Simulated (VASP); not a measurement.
# Ag (Im-3m) in VASP: further runs

Runs on Ag. Level: PBEsol. Tasks: single point, relaxation of cell and atoms.

All numbers are computed with VASP 6.6.1; they aren't measurements. Logs are shortened: lines on timing, memory, paths and dates and some standing lists are left out, and cuts for length are marked.

### Step 1. The cell of the first run

It takes space group Im-3m (No. 229, cubic). Conventional cell: a = 3.225 Å, b = 3.225 Å, c = 3.225 Å, α = 90.00°, β = 90.00°, γ = 90.00°. Within 3.7 Å of Ag (site symmetry m-3m) lie 14 Ag at 2.79 to 3.23 Å.

### Step 2. Single point, PBEsol

File INCAR:

```
SYSTEM = Ag
ALGO = Normal ; EDIFF = 1E-6
ENCUT = 520 ; GGA = PS
ISIF = 2 ; ISMEAR = 0
LASPH = .True. ; LCHARG = .True.
LELF = .True. ; LREAL = .False.
LVHAR = .True. ; LWAVE = .False.
NBANDS = 12 ; NELM = 80
PREC = Accurate ; SIGMA = 0.15
```

File KPOINTS:

```
k-points
0
Gamma
  26 26 26
  0 0 0
```

File POSCAR:

```
Ag
1.0
   -1.6125573273      1.6125573273      1.6125573273
    1.6125573273     -1.6125573273      1.6125573273
    1.6125573273      1.6125573273     -1.6125573273
Ag
1
Direct
    0.0000000000      0.0000000000      0.0000000000
```

Potentials or basis: VASP PAW PBE potentials, release 64 (Ag).

Command:

```bash
cat potpaw_PBE.64/Ag/POTCAR > POTCAR
mpirun -np 1 vasp_std > vasp.out
```

OUTCAR:

```text
SYSTEM = Ag
   EDIFF = 1E-6
   ENCUT = 520
   GGA = PS
   ISIF = 2
   ISMEAR = 0
   LASPH = .True.
   LREAL = .False.
   NELM = 80
   PREC = Accurate

 ion  position               nearest neighbor table
   1  0.000  0.000  0.000-

  LATTYP: Found a body centered cubic cell.
 ALAT       =     3.2251146546

  Lattice vectors:

 A1 = (  -1.6125573273,   1.6125573273,   1.6125573273)
 A2 = (   1.6125573273,  -1.6125573273,   1.6125573273)
 A3 = (   1.6125573273,   1.6125573273,  -1.6125573273)

Analysis of symmetry for initial positions (statically):
=====================================================================
 Subroutine PRICEL returns:
 Original cell was already a primitive cell.

 Routine SETGRP: Setting up the symmetry group for a
 body centered cubic supercell.

 Subroutine GETGRP returns: Found 48 space group operations
 (whereof 48 operations were pure point group operations)
 out of a pool of 48 trial point group operations.

The static configuration has the point symmetry O_h .

Analysis of symmetry for dynamics (positions and initial velocities):
=====================================================================
 Subroutine PRICEL returns:
 Original cell was already a primitive cell.

 Routine SETGRP: Setting up the symmetry group for a
 body centered cubic supercell.

 Subroutine GETGRP returns: Found 48 space group operations
 (whereof 48 operations were pure point group operations)
 out of a pool of 48 trial point group operations.

The dynamic configuration has the point symmetry O_h .

 Subroutine INISYM returns: Found 48 space group operations
 (whereof 48 operations are pure point group operations),
 and found     1 'primitive' translations

----------------------------------------------------------------------------------------

                                     Primitive cell

  volume of cell :      16.7728

  direct lattice vectors                    reciprocal lattice vectors
    -1.612557327  1.612557327  1.612557327     0.000000000  0.310066496  0.310066496
     1.612557327 -1.612557327  1.612557327     0.310066496  0.000000000  0.310066496
     1.612557327  1.612557327 -1.612557327     0.310066496  0.310066496  0.000000000

  length of vectors
     2.793031221  2.793031221  2.793031221     0.438500244  0.438500244  0.438500244

  position of ions in fractional coordinates (direct lattice)
     0.000000000  0.000000000  0.000000000

  ion indices of the primitive-cell ions
   primitive index   ion index
                 1           1

----------------------------------------------------------------------------------------

 KPOINTS: k-points

Automatic generation of k-mesh.
 Grid dimensions read from file:
 generate k-points for:   26   26   26

 Generating k-lattice:

  Cartesian coordinates                     Fractional coordinates (reciprocal lattice)
     0.000000000  0.011925634  0.011925634     0.038461538  0.000000000  0.000000000
     0.011925634  0.000000000  0.011925634     0.000000000  0.038461538  0.000000000
     0.011925634  0.011925634  0.000000000     0.000000000  0.000000000  0.038461538

  Length of vectors
     0.016865394  0.016865394  0.016865394

  Shift w.r.t. Gamma in fractional coordinates (k-lattice)
     0.000000000  0.000000000  0.000000000

 Subroutine IBZKPT returns following result:
 ===========================================

 Found    511 irreducible k-points:

 Following reciprocal coordinates:
            Coordinates               Weight
  0.000000  0.000000  0.000000      1.000000
  0.038462  0.000000  0.000000     12.000000
  0.076923  0.000000  0.000000     12.000000
  0.115385  0.000000  0.000000     12.000000
  0.153846  0.000000  0.000000     12.000000
  0.192308  0.000000  0.000000     12.000000
[... 16 lines left out ...]
  0.346154  0.038462  0.000000     48.000000
  0.384615  0.038462  0.000000     48.000000
 [... further k-points ...]
   k-points           NKPTS =    511   k-points in BZ     NKDIM =    511   number of bands    NBANDS=     12
   number of dos      NEDOS =    301   number of ions     NIONS =      1
   total plane-waves  NPLWV =  13824
   dimension x,y,z NGX =    24 NGY =   24 NGZ =   24
   dimension x,y,z NGXF=    48 NGYF=   48 NGZF=   48
   ions per type =               1
   NGX,Y,Z   is equivalent  to a cutoff of  14.29, 14.29, 14.29 a.u.
   NGXF,Y,Z  is equivalent  to a cutoff of  28.57, 28.57, 28.57 a.u.
 SYSTEM =  Ag
   PREC   = accura    normal or accurate (medium, high low for compatibility)
   ISTART =      0    job   : 0-new  1-cont  2-samecut
   ICHARG =      2    charge: 1-file 2-atom 10-const
   ISPIN  =      1    spin polarized calculation?
   LNONCOLLINEAR =      F non collinear calculations
   LSORBIT =      F    spin-orbit coupling
   LASPH  =      T    aspherical Exc in radial PAW
   ENCUT  =  520.0 eV  38.22 Ry    6.18 a.u.   5.19  5.19  5.19*2*pi/ulx,y,z
   NELM   =     80;   NELMIN=  2; NELMDL= -5     # of ELM steps
   EDIFF  = 0.1E-05   stopping-criterion for ELM
   LREAL  =      F    real-space projection
   EDIFFG = 0.1E-04   stopping-criterion for IOM
   NSW    =      0    number of steps for IOM
   IBRION =     -1    ionic relax: 0-MD 1-quasi-New 2-CG
   NFREE  =      0    steps in history (QN), initial steepest desc. (CG)
   ISIF   =      2    stress and relaxation
   ISYM   =      2    0-nonsym 1-usesym 2-fastsym
   POTIM  = 0.5000    time-step for ionic-motion
   TEBEG  =    0.0;   TEEND  =   0.0 temperature during run
   PSTRESS=    0.0 pullay stress
   NELECT =      11.0000    total number of electrons
   NUPDOWN=      -1.0000    fix difference up-down
   EMIN   =  10.00;   EMAX   =-10.00  energy-range for DOS
   EFERMI =   0.00;   METHOD = LEGACY
   ISMEAR =     0;   SIGMA  =   0.15  broadening in eV -4-tet -1-fermi 0-gaus
   EFERMI_NEDOS =   21; number of points for ismear=-14 and -15
   IALGO  =     38    algorithm
   IMIX   =      4    mixing-type and parameters
     AMIX     =   0.40;   BMIX     =  1.00
     AMIX_MAG =   1.60;   BMIX_MAG =  1.00
  volume/ion in A,a.u.               =      16.77       113.19
  Fermi-wavevector in a.u.,A,eV,Ry     =   1.422342  2.687836 27.525341  2.023056
  Thomas-Fermi vector in A             =   2.543056
   LORBIT       =      0    0 simple, 1 ext, 2 COOP (PROOUT), +10 PAW based schemes
   GGA     = PS    functional components
   LHFCALC =     F    Hartree Fock is set to
   AEXX    =    0.0000 exact exchange contribution
   IVDW    =     0    specifies the selected vdW correction
   LEPSILON=     F    determine dielectric tensor
   LRPA    =     F    only Hartree local field effects (RPA)
 non-spin polarized calculation
 Gauss-broadening in eV      SIGMA  =   0.15
  energy-cutoff  :      520.00
  volume of cell :       16.77
 maximum number of plane-waves:       466
 NGX is ok and might be reduce to    24
   NGX = 11   NGY = 11   NGZ = 11

 number of electron      10.9999997 magnetization

 Free energy of the ion-electron system (eV)
  ---------------------------------------------------
  ext. energy  EPLUGINS =         0.00000000
  ---------------------------------------------------
  free energy    TOTEN  =        -3.27288326 eV

  energy without entropy =       -3.26814039  energy(sigma->0) =       -3.27051183

 E-fermi :   8.4640     XC(G=0): -12.5104

 val. band max:        8.4508795925   @ k =   0.4231   0.0769   0.0000
 cond. band min:       8.4773928194   @ k =  -0.4615   0.4615   0.0769
 fundamental gap:      0.0265132269
 Fermi energy:         8.4640170668

 k-point     1 :       0.0000    0.0000    0.0000
  band No.  band energies     occupation
      1       0.5168      2.00000
      2       3.5108      2.00000
      3       3.5108      2.00000
      4       3.5108      2.00000
      5       4.8975      2.00000
      6       4.8975      2.00000
      7      26.4671      0.00000
      8      26.4671      0.00000
      9      26.4671      0.00000
     10      33.0169      0.00000
     11      33.0169      0.00000
     12      33.0522      0.00000

 k-point     2 :       0.0385    0.0000    0.0000
  band No.  band energies     occupation
      1       0.5667      2.00000
      2       3.4980      2.00000
      3       3.5126      2.00000
      4       3.5399      2.00000
      5       4.8830      2.00000
      6       4.8984      2.00000
      7      26.3586      0.00000
      8      26.4588      0.00000
      9      26.5049      0.00000
     10      31.9116      0.00000
     11      32.1780      0.00000
     12      32.6944      0.00000

 k-point     3 :       0.0769    0.0000    0.0000
  band No.  band energies     occupation
      1       0.7144      2.00000
      2       3.4605      2.00000
      3       3.5182      2.00000
      4       3.6265      2.00000
      5       4.8432      2.00000
      6       4.9012      2.00000
      7      25.9965      0.00000
      8      26.4031      0.00000
      9      26.6155      0.00000
     10      31.0017      0.00000
     11      31.1591      0.00000
     12      31.8515      0.00000
[... 286 lines left out ...]
 k-point    23 :       0.3462    0.0385    0.0000
  band No.  band energies     occupation
      1       2.1205      2.00000
      2       2.8324      2.00000
      3       4.7429      2.00000
      4       4.9574      2.00000
      5       5.3065      2.00000
      6       6.1526      2.00000
      7      16.0827      0.00000
      8      22.4785      0.00000
      9      24.0422      0.00000
     10      28.4755      0.00000
     11      29.8995      0.00000
     12      33.3923      0.00000

 k-point    24 :       0.3846    0.0385    0.0000
  band No.  band energies     occupation
      1       2.0594      2.00000
      2       2.7715      2.00000
      3       4.7838      2.00000
      4       4.9838      2.00000
      5       5.5798      2.00000
      6       6.9576      2.00000
      7      14.7261      0.00000
      8      22.1214      0.00000
      9      23.4800      0.00000
     10      28.6245      0.00000
     11      30.0114      0.00000
     12      33.3877      0.00000

 [... further k-points ...]

------------------------ aborting loop because EDIFF is reached ----------------------------------------

  FORCE on cell =-STRESS in cart. coord.  units (eV):
  Direction    XX          YY          ZZ          XY          YZ          ZX
  --------------------------------------------------------------------------------------
  -------------------------------------------------------------------------------------
  Total       -0.0255455     -0.0255455     -0.0255455      0.0000000      0.0000000      0.0000000
  in kB       -2.4401715     -2.4401715     -2.4401715      0.0000000      0.0000000      0.0000000
  external PRESSURE =      -2.4401715 kB  Pullay stress =       0.0000000 kB

 VOLUME and BASIS-vectors are now :
 -----------------------------------------------------------------------------
  energy-cutoff  :      520.00
  volume of cell :       16.77
      direct lattice vectors                 reciprocal lattice vectors
    -1.612557327  1.612557327  1.612557327     0.000000000  0.310066496  0.310066496
     1.612557327 -1.612557327  1.612557327     0.310066496  0.000000000  0.310066496
     1.612557327  1.612557327 -1.612557327     0.310066496  0.310066496  0.000000000

 POSITION                                       TOTAL-FORCE (eV/Angst)
 -----------------------------------------------------------------------------------
      0.00000      0.00000      0.00000         0.000000      0.000000      0.000000
 -----------------------------------------------------------------------------------
    total drift:                               -0.000000      0.000000      0.000000

  FREE ENERGIE OF THE ION-ELECTRON SYSTEM (eV)
  ---------------------------------------------------
  free  energy   TOTEN  =        -3.2728832582 eV

  energy  without entropy=       -3.2681403939  energy(sigma->0) =       -3.27051183
```

Wall time 91 s (1 thread of AMD EPYC 7R43 (Zen 3), shared host); peak memory 0.19 GiB.

Results:

```
Free energy : -3.2729 eV
Pressure    : -0.2 GPa
```

Caveat: the PAW data sets were made with another functional, which shifts forces and pressure a little.

### Step 3. Relaxation of cell and atoms, PBEsol

This run uses another cell than the first one, of 18.15 Å³/atom, 1.082 times its volume.

File INCAR:

```
ALGO = Fast
EDIFF = 1E-6
EDIFFG = -0.005
ENCUT = 600
GGA = PS
IBRION = 2
ISIF = 3
ISMEAR = 0
LASPH = T
LCHARG = F
LREAL = F
LWAVE = F
NELM = 60
NSW = 100
PREC = Accurate
SIGMA = 0.1
```

File KPOINTS:

```
k-points
0
Gamma
  18 18 18
```

File POSCAR:

```
Ag
1.0
   -1.6556540000      1.6556540000      1.6556540000
    1.6556540000     -1.6556540000      1.6556540000
    1.6556540000      1.6556540000     -1.6556540000
Ag
1
Direct
    0.0000000000      0.0000000000      0.0000000000
```

Potentials or basis: VASP PAW PBE potentials, release 64 (Ag).

Command:

```bash
cat potpaw_PBE.64/Ag/POTCAR > POTCAR
mpirun -np 1 vasp_std > vasp.out
```

Wall time 1.7 min (1 thread of AMD EPYC 7R43 (Zen 3), shared host); peak memory 0.15 GiB.

It converged, with:

```yaml
Free_energy: -3.2681 eV
Relaxed_volume: 16.75 Å³/atom
Relaxed_cell: a = 2.792 Å, b = 2.792 Å, c = 2.792 Å, α = 109.47°, β = 109.47°, γ = 109.47°
Space_group_after_relaxing_to_0.05_Å: Im-3m (No. 229)
Energy_gained_by_relaxing: 34.9 meV/atom
Ionic_steps: 3
Pressure_after_relaxing: 0.0 GPa
```

Step by step:
| step | energy change (eV) | largest force (eV/Å) | pressure (GPa) | volume (Å³) |
| --- | --- | --- | --- | --- |
| 1 | 0.0000 | 0.0000 | -7.15 | 18.15 |
| 2 | -0.0253 | 0.0000 | 5.54 | 16.11 |
| 3 | -0.0349 | 0.0000 | 0.02 | 16.75 |

Final structure:
```
CELL_PARAMETERS angstrom
-1.61177 1.61177 1.61177
1.61177 -1.61177 1.61177
1.61177 1.61177 -1.61177
ATOMIC_POSITIONS crystal
Ag 0.00000 0.00000 0.00000
```

Levels at points of the mesh, in eV from the Fermi level:
| k point | band 4 | band 5 | band 6 | band 7 | band 8 | band 9 |
| --- | --- | --- | --- | --- | --- | --- |
| (0.00, 0.00, 0.00) | -4.95 | -3.56 | -3.56 | 18.01 | 18.01 | 18.01 |
| (0.50, 0.00, 0.00) | -3.43 | -2.51 | -0.17 | 4.26 | 13.38 | 14.62 |
| (0.50, 0.50, 0.50) | -2.77 | -2.77 | 6.91 | 6.91 | 6.91 | 13.08 |

Caveat: the PAW data sets were made with another functional, which shifts forces and pressure a little.

### Step 4. Relaxation of cell and atoms, PBEsol, target pressure -1 GPa, at which the enthalpy is minimised

This run uses another cell than the first one, of 16.94 Å³/atom, 1.010 times its volume.

File INCAR:

```
SYSTEM = Ag
PREC = Accurate
ENCUT = 600
EDIFF = 1E-6
ISMEAR = 0
SIGMA = 0.1
LREAL = .FALSE.
LASPH = .TRUE.
NELM = 100
ALGO = Normal
ISIF = 3
LWAVE = .FALSE.
LCHARG = .FALSE.
GGA = PS
IBRION = 2
NSW = 70
EDIFFG = -0.008
PSTRESS = -10.0
```

File KPOINTS:

```
regular mesh
0
G
  18 18 18
  0 0 0
```

File POSCAR:

```
Ag
1.0
   -1.6179102660      1.6179102660      1.6179102660
    1.6179102660     -1.6179102660      1.6179102660
    1.6179102660      1.6179102660     -1.6179102660
Ag
1
Direct
    0.0000000000      0.0000000000      0.0000000000
```

Command:

```bash
cat potpaw_PBE.64/Ag/POTCAR > POTCAR
mpirun -np 1 vasp_std > vasp.out
```

It took 20 s on 1 thread of Intel Xeon 6975P-C (Granite Rapids), shared host; peak memory 0.17 GiB.

Results (log left out):

| Quantity | Value |
| --- | --- |
| Free energy | -3.2670 eV |
| Relaxed volume | 16.89 Å³/atom |
| Relaxed cell | a = 2.800 Å, b = 2.800 Å, c = 2.800 Å, α = 109.47°, β = 109.47°, γ = 109.47° |
| Space group after relaxing (to 0.05 Å) | Im-3m (No. 229) |
| Energy change on relaxing (the enthalpy is what falls) | -0.3 meV/atom |
| Ionic steps | 3 |
| Pressure after relaxing | -1.0 GPa |

Step by step:
| step | energy change (eV) | largest force (eV/Å) | pressure (GPa) | volume (Å³) |
| --- | --- | --- | --- | --- |
| 1 | 0.0000 | 0.0000 | -1.30 | 16.94 |
| 2 | -0.0005 | 0.0000 | -0.84 | 16.86 |
| 3 | -0.0003 | 0.0000 | -0.99 | 16.89 |

Final structure:
```
CELL_PARAMETERS angstrom
-1.61642 1.61642 1.61642
1.61642 -1.61642 1.61642
1.61642 1.61642 -1.61642
ATOMIC_POSITIONS crystal
Ag 0.00000 0.00000 0.00000
```

Levels at points of the mesh, in eV from the Fermi level:
```
           k point  band 4  band 5  band 6  band 7  band 8  band 9
(0.00, 0.00, 0.00)   -4.92   -3.55   -3.55   17.98   17.98   17.98
(0.50, 0.00, 0.00)   -3.42   -2.51   -0.15    4.21   13.35   14.54
(0.50, 0.50, 0.50)   -2.76   -2.76    6.88    6.88    6.88   12.95
```

Caveat: the cell is relaxed towards a set pressure, so the enthalpy falls and the energy may rise; the PAW data sets were made with another functional, which shifts forces and pressure a little.

[end of part 1 of 2]
